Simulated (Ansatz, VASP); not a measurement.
## One calculation of CaTi, two programs

```
Ca Ti
1.0
     3.74396    0.00000    0.00000
     0.00000    3.74396    0.00000
     0.00000    0.00000    3.74396
Ca Ti
1 1
Cartesian
  0.0000 0.0000 0.0000
  1.8720 1.8720 1.8720
```

Alike in both runs: functional r2SCAN; k mesh 6 × 6 × 6; occupations gaussian, width 0.1 eV; no spin polarisation.

Ansatz relaxed the structure, and its values are those at the end. VASP's run is a single point on that final structure, the one shown.

|  | VASP | Ansatz |
| --- | --- | --- |
| version | VASP 6.6.1 | Ansatz 0.2.0 |
| potentials or method | VASP PAW PBE potentials, release 64 (Ca_sv, Ti_sv), cutoff 520 eV | scalar-relativistic, plane waves, PAW |
| valence electrons in the cell | 22 | 22 |

```csv
,VASP,Ansatz,Ansatz less VASP
gap on the k mesh at the Fermi level (eV),none,none,-
pressure (GPa),0.5,0.4,-0.14
```

VASP's potentials were made for PBE, not for r2SCAN. A gap of «none» marks a metal or a gap that the smearing closes.
